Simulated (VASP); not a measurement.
## Zn7O: single point with PBE

The system is Zn7O.

```
Zn O
1.0
     5.11841    0.00000    0.00000
    -2.55920    4.43267    0.00000
     0.00000    0.00000    5.04025
Zn O
7 1
Direct
  0.16615 0.33230 0.00000
  0.16615 0.83385 0.00000
  0.66770 0.83385 0.00000
  0.99482 0.49741 0.50000
  0.50259 0.49741 0.50000
  0.50259 0.00518 0.50000
  0.00000 0.00000 0.50000
  0.66667 0.33333 0.00000
```

The cell was built from a structure type or drawn by symmetry, and may not be a known phase.

```json
{"Program": "VASP 6.6.1", "Task": "single point", "Functional": "PBE", "Potentials or basis": "VASP PAW PBE potentials, release 64 (Zn, O)", "Cutoff": "520 eV", "k mesh": "3 × 3 × 4", "Occupations": "gaussian, width 0.2 eV", "Spin": "no spin polarisation"}
```

```json
{
  "Pressure": "0.5 GPa",
  "Largest force": "0.053 eV/Å",
  "Band gap on the k mesh": "zero (bands 45 and 46 overlap by 0.26 eV)"
}
```

Forces on the atoms (eV/Å):
```
Zn   0.000  0.009  0.000
Zn   0.008 -0.004  0.000
Zn  -0.008 -0.004  0.000
Zn   0.046  0.027  0.000
Zn  -0.046  0.027  0.000
Zn   0.000 -0.053  0.000
Zn   0.000  0.000  0.000
O    0.000  0.000  0.000
```

Stress tensor (GPa, compression positive):
```
0.48 0.00 0.00
0.00 0.48 0.00
0.00 0.00 0.62
```

Levels at points of the mesh, in eV from the Fermi level:
| k point | band 43 | band 44 | band 45 | band 46 | band 47 | band 48 |
| --- | --- | --- | --- | --- | --- | --- |
| (0.00, 0.00, 0.00) | -1.87 | -1.87 | -0.57 | 0.09 | 1.02 | 1.02 |
| (0.00, 0.00, 0.50) | -1.60 | -1.54 | -0.05 | 0.91 | 0.91 | 0.99 |

Run time: 2.1 min on 1 thread of AMD EPYC 7R13, on a shared host, peak memory 0.22 GiB.

Caveat: the k points lie up to 0.47 Å⁻¹ apart; semilocal functionals underestimate gaps, so a narrow gap can read as zero.
